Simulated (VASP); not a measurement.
Os: single point with PBEsol

Os:

```
Os
1.0
    -1.57115    1.57115    1.57115
     1.57115   -1.57115    1.57115
     1.57115    1.57115   -1.57115
Os
1
Cartesian
  0.0000 0.0000 0.0000
```

This cell differs from its parent crystal: volume scaled by 1.08.

```json
{
 "Program": "VASP 6.6.1",
 "Task": "single point",
 "Functional": "PBEsol",
 "Potentials or basis": "VASP PAW PBE potentials, release 64 (Os)",
 "Cutoff": "520 eV",
 "k mesh": "16 × 16 × 16",
 "Occupations": "fermi-dirac, width 0.1 eV",
 "Spin": "no spin polarisation",
 "Dipole correction": "no",
 "Further INCAR settings": "ALGO = Normal; EDIFF = 1e-07; NBANDS = 10"
}
```

| Property | Result |
| --- | --- |
| Pressure | -24.4 GPa |
| Band gap on the k mesh | zero (band 4 reaches 10.23 eV, above the bottom of band 5 at 6.24 eV) |

Levels at points of the mesh, in eV from the Fermi level:
```tsv
k point	band 1	band 2	band 3	band 4	band 5	band 6	band 7	band 8
(0.00, 0.00, 0.00)	-10.33	-3.05	-3.05	-3.05	-0.06	-0.06	16.15	16.15
(0.50, 0.00, 0.00)	-7.11	-4.91	-0.22	-0.20	0.48	2.89	8.08	12.37
(0.50, 0.50, 0.50)	-6.64	-6.64	2.15	2.15	2.15	7.51	7.51	7.51
```

Wall time 17 s on 1 thread of AMD EPYC 7R43 64-Core Processor (Zen 3), with other jobs on the host, peak memory 0.11 GiB.

Caveat: the PAW data sets were made with another functional, which shifts forces and pressure a little; spin-orbit coupling is left out, which moves the levels of the heavy elements.
